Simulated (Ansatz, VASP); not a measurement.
# Two plane-wave programs on Ga2O3

```
Ga O
1.0
     6.16323   -1.52620    0.01110
     6.16323    1.52620    0.01110
    -1.38851    0.00000    5.64987
Ga O
4 6
Direct
  0.08994 0.08994 0.79472
  0.91006 0.91006 0.20528
  0.65850 0.65850 0.31412
  0.34150 0.34150 0.68588
  0.16354 0.16354 0.10918
  0.83646 0.83646 0.89082
  0.17369 0.17369 0.56431
  0.82631 0.82631 0.43569
  0.49601 0.49601 0.25664
  0.50399 0.50399 0.74336
```

Alike in both runs: task single point; functional PBE; k mesh 8 × 8 × 4; no spin polarisation.

|  | VASP | Ansatz |
| --- | --- | --- |
| version | VASP 6.6.1 | Ansatz 0.2.0 |
| potentials or method | VASP PAW PBE potentials, release 64 (Ga_d, O) | plane waves, PAW |
| plane-wave cutoff (eV) | 520 | 420 |
| occupations | gaussian, width 0.01 eV | fixed |
| valence electrons in the cell | 88 | 88 |

Ansatz gave:

* gap on the k mesh at the Fermi level (eV): 2.29
* pressure (GPa): 5.9
* traceless stress, the component that is largest in VASP (GPa): 0.44
* rms of the force components (eV/Å): 0.063

Problem. Estimate VASP's values.

Solution. gap on the k mesh at the Fermi level (eV): 2.27; pressure (GPa): 6.5; traceless stress, the component that is largest in VASP (GPa): 0.54; rms of the force components (eV/Å): 0.066.

Atom by atom the forces differ by 0.009 eV/Å (rms over components).
